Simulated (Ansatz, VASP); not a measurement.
One calculation of Ge, two programs

```
CELL_PARAMETERS angstrom
0.00000 2.81644 2.65055
2.81644 0.00000 2.65055
2.81644 2.81644 0.00000
ATOMIC_POSITIONS crystal
Ge 0.50000 0.50000 0.50000
Ge 0.75000 0.75000 0.75000
```

Alike in both runs: task single point; functional LDA; k mesh 16 × 16 × 16; occupations gaussian, width 0.15 eV; no spin polarisation.

|  | VASP | Ansatz |
| --- | --- | --- |
| version | VASP 6.6.1 | Ansatz 0.2.0 |
| potentials or method | VASP PAW LDA potentials, release 64 (Ge_d), cutoff 520 eV | scalar-relativistic, plane waves, PAW |
| valence electrons in the cell | 28 | 28 |

```tsv
	VASP	Ansatz	Ansatz less VASP
gap on the k mesh at the Fermi level (eV)	none	none	-
pressure (GPa)	4.6	4.4	-0.16
traceless stress, the component that is largest in VASP (GPa)	2.66	2.66	+0.003
```

LDA's correlation is that of Perdew and Zunger in VASP and of Perdew and Wang (1992) in Ansatz. A gap of «none» marks a metal or a gap that the smearing closes.
